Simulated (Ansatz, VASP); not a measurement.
**CdPd: VASP beside Ansatz**

```xyz
2
Lattice="3.0276 0.0000 0.0000 0.0000 3.0276 0.0000 0.0000 0.0000 3.6310" Properties=species:S:1:pos:R:3 pbc="T T T"
Cd    0.0000    0.0000    0.0000
Pd    1.5138    1.5138    1.8155
```

Change from the starting cell: shortest bond scaled by 1, crystal datasets.

Alike in both runs: task electric field gradients; functional PBEsol; k mesh 10 × 10 × 8; occupations fermi-dirac, width 0.05 eV; no spin polarisation.

|  | VASP | Ansatz |
| --- | --- | --- |
| version | VASP 6.6.1 | Ansatz 0.2.0 |
| potentials or method | VASP PAW PBE potentials, release 64 (Cd, Pd), cutoff 520 eV | all-electron PAW with datasets made for the crystal, scalar-relativistic |

|  | VASP | Ansatz | Ansatz less VASP |
| --- | --- | --- | --- |
| pressure (GPa) | -0.5 | -1.4 | -0.89 |
| traceless stress, the component that is largest in VASP (GPa) | 0.41 | 0.32 | -0.093 |
| size of Vzz on the site where it differs most (V/Å²) | 27.1 | 34.8 | +7.71 |

VASP's potentials were made for PBE, not for PBEsol. Ansatz ran all-electron here, and VASP with PAW potentials.
